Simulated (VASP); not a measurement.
Wanted: the native input for a VASP 6.6.1 run.

| Quantity | Value |
| --- | --- |
| Task | single point |
| Functional | PBE |
| Potentials or basis | VASP PAW PBE potentials, release 64 (Ta_pv, Bi_d) |
| Cutoff | 520 eV |
| k mesh | 13 × 13 × 13 |
| Occupations | fermi-dirac, width 0.1 eV |
| Spin | no spin polarisation |
| Dipole correction | no |
| Further INCAR settings | ALGO = Normal; EDIFF = 1e-06; NBANDS = 20 |

The structure of TaBi (rocksalt type) lies in POSCAR:

```
TaBi
1.0
    0.0000000000      2.4165584734      2.4165584734
    2.4165584734      0.0000000000      2.4165584734
    2.4165584734      2.4165584734      0.0000000000
Ta Bi
1 1
Direct
    0.0000000000      0.0000000000      0.0000000000
    0.5000000000      0.5000000000      0.5000000000
```

This cell differs from its parent crystal: volume scaled by 0.57, to set the pressure.

These files were run (other wordings do the same):

INCAR

```
SYSTEM = TaBi
  PREC = Accurate
  ENCUT = 520
  EDIFF = 1E-6
  ISMEAR = -1
  SIGMA = 0.1
  LREAL = .FALSE.
  LASPH = .TRUE.
  NELM = 80
  ALGO = Normal
  ISIF = 2
  LWAVE = .FALSE.
  LCHARG = .FALSE.
  GGA = PE
  NBANDS = 20
```

KPOINTS

```
Automatic mesh
0
G
  13 13 13
  0 0 0
```

Potentials or basis: VASP PAW PBE potentials, release 64 (Ta_pv, Bi_d).

Run with:

```sh
$ cat potpaw_PBE.64/Ta_pv/POTCAR potpaw_PBE.64/Bi_d/POTCAR > POTCAR
$ mpirun -np 1 vasp_std > vasp.out
```

Results of the run:

The pressure is 197.7 GPa and the band gap on the k mesh is zero (band 13 reaches 16.11 eV, above the bottom of band 14 at 14.56 eV).

Caveat: the cell differs from its parent crystal (volume scaled by 0.57, to set the pressure); spin-orbit coupling is left out, which moves the levels of the heavy elements.

Run time: 29 s on 1 thread of AMD EPYC 9R45 96-Core Processor (Zen 5), with other jobs on the host, peak memory 0.16 GiB.
